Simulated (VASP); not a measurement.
Input of a VASP 6.6.1 run:

Contents of POSCAR:

```
GaSb
1.0
    0.0000000000      3.0559490798      3.0559490798
    3.0559490798      0.0000000000      3.0559490798
    3.0559490798      3.0559490798      0.0000000000
Ga Sb
1 1
Direct
    0.0000000000      0.0000000000      0.0000000000
    0.2500000000      0.2500000000      0.2500000000
```

Contents of INCAR.step1:

```
SYSTEM = GaSb
  ALGO = Normal
  EDIFF = 1E-4
  ENCUT = 520
  GGA = PE
  ISMEAR = 0
  LASPH = .TRUE.
  LCHARG = .FALSE.
  LREAL = .FALSE.
  LWAVE = .TRUE.
  NBANDS = 16
  NELM = 60
  PREC = Accurate
  SIGMA = 0.1
```

INCAR.step2

```
SYSTEM = GaSb
  ALGO = Normal
  EDIFF = 1E-6
  ENCUT = 520
  ISIF = 2
  ISMEAR = 0
  ISTART = 1
  LASPH = .TRUE.
  LCHARG = .FALSE.
  LMIXTAU = .TRUE.
  LREAL = .FALSE.
  LWAVE = .FALSE.
  METAGGA = R2SCAN
  NBANDS = 16
  NELM = 60
  PREC = Accurate
  SIGMA = 0.1
```

Contents of KPOINTS:

```
k-points
0
G
  12 12 12
  0 0 0
```

Potentials or basis: VASP PAW PBE potentials, release 64 (Ga_d, Sb).

Launch:

```bash
$ cat potpaw_PBE.64/Ga_d/POTCAR potpaw_PBE.64/Sb/POTCAR > POTCAR
$ cp INCAR.step1 INCAR
$ mpirun -np 1 vasp_std > vasp.out
$ cp INCAR.step2 INCAR
$ mpirun -np 1 vasp_std > vasp.out
```

Problem. Estimate the band gap on the k mesh.

Solution. 0.47 eV.

Problem. What does it give for the pressure?

Solution. 0.6 GPa.

Caveat: the PAW data sets were made with another functional, which shifts forces and pressure a little; spin-orbit coupling is left out, which moves the levels of the heavy elements. A k mesh can miss the band edges.
